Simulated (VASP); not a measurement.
Wanted: the native input for a VASP 6.6.1 run.

- Task: single point
- Functional: PBE
- Potentials or basis: VASP PAW PBE potentials, release 64 (Pt)
- Cutoff: 520 eV
- k mesh: 9 × 9 × 13
- Occupations: fermi-dirac, width 0.1 eV
- Spin: no spin polarisation
- Dipole correction: no
- Further INCAR settings: ALGO = Normal; EDIFF = 1e-06; NBANDS = 22

The structure of Pt lies in POSCAR:

```
Pt
1.0
    4.3448475982      0.0000000000      0.0000000000
   -2.1724237991      3.7627483956      0.0000000000
    0.0000000000      0.0000000000      2.5902133040
Pt
3
Direct
    0.0000000000      0.0000000000      0.0000000000
    0.3333333333      0.6666666667      0.5000000000
    0.6666666667      0.3333333333      0.5000000000
```

This isn't the form of Pt at room conditions, which is fcc.

These files were run (other wordings do the same):

INCAR

```
SYSTEM = Pt
  PREC = Accurate
  ENCUT = 520
  EDIFF = 1E-6
  ISMEAR = -1
  SIGMA = 0.1
  LREAL = .False.
  LASPH = .True.
  NELM = 100
  ALGO = Normal
  ISIF = 2
  LWAVE = .False.
  LCHARG = .True.
  GGA = PE
  LELF = .True.
  LVHAR = .True.
  NBANDS = 22
```

KPOINTS

```
Automatic mesh
0
Gamma
  9 9 13
  0 0 0
```

Potentials or basis: VASP PAW PBE potentials, release 64 (Pt).

The run is started by

```sh
$ cat potpaw_PBE.64/Pt/POTCAR > POTCAR
$ mpirun -np 1 vasp_std > vasp.out
```

It gave:

```json
{
 "Pressure": "41.5 GPa",
 "Band gap on the k mesh": "zero (bands 15 and 16 overlap by 1.56 eV)"
}
```

Caveat: the cell stands under pressure; spin-orbit coupling is left out, which moves the levels of the heavy elements.

Wall time 90 s on 1 thread of Intel Xeon 8259CL (shared host), peak memory 0.2 GiB.
